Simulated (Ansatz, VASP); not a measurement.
**Al in VASP and in Ansatz**

```
CELL_PARAMETERS angstrom
2.89412 0.00000 0.00000
-1.44706 2.50638 0.00000
0.00000 0.00000 9.12517
ATOMIC_POSITIONS crystal
Al 0.00000 0.00000 0.00000
Al 0.33333 0.66667 0.25000
Al 0.00000 0.00000 0.50000
Al 0.66667 0.33333 0.75000
```

Alike in both runs: task single point; functional PBEsol; dispersion D3(BJ); k mesh 18 × 18 × 6; occupations gaussian, width 0.15 eV; no spin polarisation.

|  | VASP | Ansatz |
| --- | --- | --- |
| version | VASP 6.6.1 | Ansatz 0.2.0 |
| potentials or method | VASP PAW PBE potentials, release 64 (Al), cutoff 520 eV | scalar-relativistic, plane waves, PAW |
| valence electrons in the cell | 12 | 12 |

Ansatz gave:

- gap on the k mesh at the Fermi level (eV): none
- pressure (GPa): -4.5
- traceless stress, the component that is largest in VASP (GPa): 1.91

Question: Which values does VASP return?

Answer: gap on the k mesh at the Fermi level (eV): none; pressure (GPa): -4.4; traceless stress, the component that is largest in VASP (GPa): 1.93.

VASP's potentials were made for PBE, not for PBEsol, and Ansatz warns of the same on its side. A gap of «none» marks a metal or a gap that the smearing closes.
